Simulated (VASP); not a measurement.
A run of VASP 6.6.1:

INCAR

```
PREC = Accurate ; ENCUT = 520
EDIFF = 1E-7 ; ISMEAR = 0
SIGMA = 0.15 ; LREAL = F
LASPH = T ; NELM = 60
ALGO = Normal ; ISIF = 2
LWAVE = F ; LCHARG = T
GGA = PS ; LELF = T
LVHAR = T ; NBANDS = 16
```

KPOINTS

```
regular mesh
0
Gamma
  14 14 14
```

POSCAR

```
InSb
1.0
    0.0000000000      3.0186075827      3.0186075827
    3.0186075827      0.0000000000      3.0186075827
    3.0186075827      3.0186075827      0.0000000000
In Sb
1 1
Direct
    0.0000000000      0.0000000000      0.0000000000
    0.5000000000      0.5000000000      0.5000000000
```

Potentials or basis: VASP PAW PBE potentials, release 64 (In_d, Sb).

Command:

```bash
$ cat potpaw_PBE.64/In_d/POTCAR potpaw_PBE.64/Sb/POTCAR > POTCAR
$ mpirun -np 1 vasp_std > vasp.out
```

Hardware: 1 thread of Intel(R) Xeon(R) Platinum 8488C (Sapphire Rapids), with other jobs on the host.

Task: Estimate the wall time of this run.

Result: Run time: 48 s on 1 thread of Intel(R) Xeon(R) Platinum 8488C (Sapphire Rapids) (shared host), peak memory 0.24 GiB. Counts: scf iterations 14, k points 104.
